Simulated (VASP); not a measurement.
Input of a VASP 6.6.1 run:

File INCAR:

```
SYSTEM = Re
  ALGO = Normal
  EDIFF = 1E-6
  ENCUT = 520
  GGA = PE
  ISIF = 2
  ISMEAR = 0
  LASPH = .True.
  LCHARG = .False.
  LREAL = .False.
  LWAVE = .False.
  NBANDS = 14
  NELM = 100
  PREC = Accurate
  SIGMA = 0.1
```

The input KPOINTS:

```
k-points
0
Gamma
  8 8 6
  0 0 0
```

Contents of POSCAR:

```
Re
1.0
    1.2951377040     -3.7706955642      0.0000000000
    1.2951377040      3.7706955642      0.0000000000
   -0.1099883755      0.0000000000      3.1183788104
Re
2
Direct
    0.8690000000      0.1310000000      0.2500000000
    0.1310000000      0.8690000000      0.7500000000
```

Potentials or basis: VASP PAW PBE potentials, release 64 (Re).

Launch:

```bash
$ cat potpaw_PBE.64/Re/POTCAR > POTCAR
$ mpirun -np 1 vasp_std > vasp.out
```

Question: What does it give for the band gap on the k mesh?

Answer: Zero (band 7 reaches 9.80 eV, above the bottom of band 8 at 7.02 eV).

Question: Estimate the pressure.

Answer: 18.9 GPa.

Question: Estimate the largest force.

Answer: 0.569 eV/Å.

Forces on the atoms (eV/Å):
```
Re   0.000  0.569  0.000
Re   0.000 -0.569  0.000
```

Caveat: spin-orbit coupling is left out, which moves the levels of the heavy elements.
